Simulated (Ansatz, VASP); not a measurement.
K2SiB2 in VASP and in Ansatz

```
K Si B
1.0
     3.05620   -5.74313    0.00000
     3.05620    5.74313    0.00000
     0.00000    0.00000    3.18240
K Si B
2 1 2
Cartesian
  3.0562 2.8159 0.0000
  3.0562 -2.8159 0.0000
  0.0000 0.0000 1.5912
  3.0562 0.0000 0.0000
  3.0562 0.0000 1.5912
```

Alike in both runs: functional PBE; k mesh 8 × 8 × 12; occupations gaussian, width 0.1 eV; no spin polarisation.

Ansatz relaxed the structure, and its values are those at the end. VASP's run is a single point on that final structure, the one shown.

|  | VASP | Ansatz |
| --- | --- | --- |
| version | VASP 6.6.1 | Ansatz 0.2.0 |
| potentials or method | VASP PAW PBE potentials, release 64 (K_sv, Si, B), cutoff 520 eV | scalar-relativistic, plane waves, PAW |
| valence electrons in the cell | 28 | 28 |

|  | VASP | Ansatz | Ansatz less VASP |
| --- | --- | --- | --- |
| gap on the k mesh at the Fermi level (eV) | none | none | - |
| pressure (GPa) | 0.1 | 0.0 | -0.05 |

A gap of «none» marks a metal or a gap that the smearing closes. With one functional, cell and mesh, what is left measures potentials, basis and numerics.
